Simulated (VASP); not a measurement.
# Ge in VASP: single point with PBEsol

Aim: the single point of Ge with PBEsol.

Everything below comes from runs of VASP 6.6.1. Logs are shortened: lines on timing, memory, paths and dates and some standing lists are left out, and cuts for length are marked.

### 1 The cell of the first run

The cell holds a slab with vacuum, 6 atoms: a = 4.013 Å, b = 4.013 Å, c = 24.095 Å, α = 90.00°, β = 90.00°, γ = 90.00°.

### 2 Single point, PBEsol

INCAR

```
SYSTEM = Ge
PREC = Accurate
ENCUT = 520
EDIFF = 1E-6
ISMEAR = 0
SIGMA = 0.1
LREAL = .FALSE.
LASPH = .TRUE.
NELM = 80
ALGO = Normal
ISIF = 2
LWAVE = .FALSE.
LCHARG = .TRUE.
LDIPOL = .TRUE.
IDIPOL = 3
DIPOL = 0.5 0.5 0.500
GGA = PS
LELF = .TRUE.
LVHAR = .TRUE.
LVACPOTAV = .TRUE.
NBANDS = 51
```

KPOINTS

```
Automatic mesh
0
G
  7 7 1
  0 0 0
```

POSCAR

```
Ge
1.0
    4.0133694115      0.0000000000      0.0000000000
    0.0000000000      4.0133694115      0.0000000000
    0.0000000000      0.0000000000     24.0947018158
Ge
6
Direct
    0.0000000000      0.5000000000      0.3527746500
    0.0000000000      0.0000000000      0.4116647900
    0.5000000000      0.0000000000      0.4705549300
    0.5000000000      0.5000000000      0.5291894587
    0.0000000000      0.5000000000      0.5890982045
    0.0000000000      0.0000000000      0.6483886048
```

Potentials or basis: VASP PAW PBE potentials, release 64 (Ge_d).

Run with:

```sh
> cat potpaw_PBE.64/Ge_d/POTCAR > POTCAR
> mpirun -np 1 vasp_std > vasp.out
```

OUTCAR:

```text
SYSTEM = Ge
   PREC = Accurate
   ENCUT = 520
   EDIFF = 1E-6
   ISMEAR = 0
   LREAL = .FALSE.
   LASPH = .TRUE.
   NELM = 80
   ISIF = 2
   GGA = PS

 ion  position               nearest neighbor table
   1  0.000  0.500  0.353-   2 2.46   2 2.46
   2  0.000  0.000  0.412-   3 2.46   3 2.46   1 2.46   1 2.46
   3  0.500  0.000  0.471-   4 2.45   4 2.45   2 2.46   2 2.46
   4  0.500  0.500  0.529-   3 2.45   3 2.45   5 2.47   5 2.47
   5  0.000  0.500  0.589-   6 2.46   6 2.46   4 2.47   4 2.47
   6  0.000  0.000  0.648-   5 2.46   5 2.46

  LATTYP: Found a simple tetragonal cell.
 ALAT       =     4.0133694115
 C/A-ratio  =     6.0036092732

  Lattice vectors:

 A1 = (   4.0133694115,   0.0000000000,   0.0000000000)
 A2 = (   0.0000000000,   4.0133694115,   0.0000000000)
 A3 = (   0.0000000000,   0.0000000000,  24.0947018158)

Analysis of symmetry for initial positions (statically):
=====================================================================
 Subroutine PRICEL returns:
 Original cell was already a primitive cell.

 Routine SETGRP: Setting up the symmetry group for a
 simple tetragonal supercell.

 Subroutine GETGRP returns: Found  4 space group operations
 (whereof  4 operations were pure point group operations)
 out of a pool of 16 trial point group operations.

The static configuration has the point symmetry C_2v.

Analysis of symmetry for dynamics (positions and initial velocities):
=====================================================================
 Subroutine PRICEL returns:
 Original cell was already a primitive cell.

 Routine SETGRP: Setting up the symmetry group for a
 simple tetragonal supercell.

 Subroutine GETGRP returns: Found  4 space group operations
 (whereof  4 operations were pure point group operations)
 out of a pool of 16 trial point group operations.

The dynamic configuration has the point symmetry C_2v.

 Subroutine INISYM returns: Found  4 space group operations
 (whereof  4 operations are pure point group operations),
 and found     1 'primitive' translations

----------------------------------------------------------------------------------------

                                     Primitive cell

[... 91 lines left out ...]
   EDIFFG = 0.1E-04   stopping-criterion for IOM
   NSW    =      0    number of steps for IOM
   IBRION =     -1    ionic relax: 0-MD 1-quasi-New 2-CG
   NFREE  =      0    steps in history (QN), initial steepest desc. (CG)
   ISIF   =      2    stress and relaxation
   ISYM   =      2    0-nonsym 1-usesym 2-fastsym
   POTIM  = 0.5000    time-step for ionic-motion
   TEBEG  =    0.0;   TEEND  =   0.0 temperature during run
   PSTRESS=    0.0 pullay stress
   NELECT =      84.0000    total number of electrons
   NUPDOWN=      -1.0000    fix difference up-down
   EMIN   =  10.00;   EMAX   =-10.00  energy-range for DOS
   EFERMI =   0.00;   METHOD = LEGACY
   ISMEAR =     0;   SIGMA  =   0.10  broadening in eV -4-tet -1-fermi 0-gaus
   EFERMI_NEDOS =   21; number of points for ismear=-14 and -15
   IALGO  =     38    algorithm
   IMIX   =      4    mixing-type and parameters
     AMIX     =   0.40;   BMIX     =  1.00
     AMIX_MAG =   1.60;   BMIX_MAG =  1.00
  volume/ion in A,a.u.               =      64.68       436.50
  Fermi-wavevector in a.u.,A,eV,Ry     =   0.982927  1.857463 13.145211  0.966146
  Thomas-Fermi vector in A             =   2.114047
   LORBIT       =      0    0 simple, 1 ext, 2 COOP (PROOUT), +10 PAW based schemes
   GGA     = PS    functional components
   LHFCALC =     F    Hartree Fock is set to
   AEXX    =    0.0000 exact exchange contribution
   IVDW    =     0    specifies the selected vdW correction
   LEPSILON=     F    determine dielectric tensor
   LRPA    =     F    only Hartree local field effects (RPA)
 non-spin polarized calculation
 Gauss-broadening in eV      SIGMA  =   0.10
  energy-cutoff  :      520.00
  volume of cell :      388.10
 maximum number of plane-waves:     10521
 NGX is ok and might be reduce to    30
   NGX = 15   NGY = 15   NGZ = 89

 dipolmoment           0.000000      0.000000     -0.006718 electrons x Angstroem

 number of electron      83.9999902 magnetization

 dipolmoment           0.000000      0.000000      0.001114 electrons x Angstroem

 Free energy of the ion-electron system (eV)
  ---------------------------------------------------
  ext. energy  EPLUGINS =         0.00000000
  ---------------------------------------------------
  free energy    TOTEN  =       -26.46939259 eV

  energy without entropy =      -26.44742212  energy(sigma->0) =      -26.45840736

 E-fermi :  -1.6691     XC(G=0):  -4.2884

 val. band max:       -1.6824590827   @ k =   0.1429   0.1429   0.0000
 cond. band min:      -1.6257845045   @ k =   0.1429   0.1429   0.0000
 fundamental gap:      0.0566745782
 Fermi energy:        -1.6691099781

 k-point     1 :       0.0000    0.0000    0.0000
  band No.  band energies     occupation
      1     -26.0904      2.00000
      2     -26.0391      2.00000
      3     -26.0275      2.00000
      4     -26.0181      2.00000
      5     -25.9985      2.00000
      6     -25.9742      2.00000
[... 853 lines left out ...]
     50       3.5322      0.00000
     51       4.1829      0.00000

------------------------ aborting loop because EDIFF is reached ----------------------------------------

  FORCE on cell =-STRESS in cart. coord.  units (eV):
  Direction    XX          YY          ZZ          XY          YZ          ZX
  --------------------------------------------------------------------------------------
  -------------------------------------------------------------------------------------
  Total       -2.3405662     -0.1061573      0.1761838      0.0000000      0.0000000      0.0000000
  in kB       -9.6625484     -0.4382489      0.7273386      0.0000000      0.0000000      0.0000000
  external PRESSURE =      -3.1244862 kB  Pullay stress =       0.0000000 kB

 VOLUME and BASIS-vectors are now :
 -----------------------------------------------------------------------------
  energy-cutoff  :      520.00
  volume of cell :      388.10
      direct lattice vectors                 reciprocal lattice vectors
     4.013369412  0.000000000  0.000000000     0.249167195  0.000000000  0.000000000
     0.000000000  4.013369412  0.000000000     0.000000000  0.249167195  0.000000000
     0.000000000  0.000000000 24.094701816     0.000000000  0.000000000  0.041502900

 POSITION                                       TOTAL-FORCE (eV/Angst)
 -----------------------------------------------------------------------------------
      0.00000      2.00668      8.50000         0.000000      0.000000     -0.051347
      0.00000      0.00000      9.91894         0.000000      0.000000     -0.097797
      2.00668      0.00000     11.33788         0.000000      0.000000      0.164675
      2.00668      2.00668     12.75066         0.000000      0.000000     -0.006347
      0.00000      2.00668     14.19415         0.000000      0.000000      0.010202
      0.00000      0.00000     15.62273         0.000000      0.000000     -0.019386
 -----------------------------------------------------------------------------------
    total drift:                                0.000000      0.000000      0.006699

  FREE ENERGIE OF THE ION-ELECTRON SYSTEM (eV)
  ---------------------------------------------------
  free  energy   TOTEN  =       -26.4693925893 eV

  energy  without entropy=      -26.4474221229  energy(sigma->0) =      -26.45840736

 vacuum level on the upper side and lower side of the slab         3.286         3.273
```

stdout:

```text
POSCAR found type information on POSCAR Ge
 POSCAR found :  1 types and       6 ions
 scaLAPACK will be used
 -----------------------------------------------------------------------------
|                                                                             |
[... 23 lines left out ...]
|     field-free region was found. Please increase the size of  your cell     |
|     in the dimension of the dipole correction to obtain accurate            |
|     workfunction values.                                                    |
|                                                                             |
 -----------------------------------------------------------------------------
```

It took 11 min on 1 thread of Intel Xeon 6975P-C, shared host; peak memory 0.53 GiB.

Results:

| Property | Result |
| --- | --- |
| Free energy | -26.4694 eV |
| Largest force | 0.165 eV/Å |
| Band gap on the k mesh | zero (band 42 reaches -1.08 eV, above the bottom of band 43 at -2.22 eV) |

Forces in eV/Å, atoms in the order of the input:
```
Ge   0.000  0.000 -0.051
Ge   0.000  0.000 -0.098
Ge   0.000  0.000  0.165
Ge   0.000  0.000 -0.006
Ge   0.000  0.000  0.010
Ge   0.000  0.000 -0.019
```

Caveat: the PAW data sets were made with another functional, which shifts forces and pressure a little.
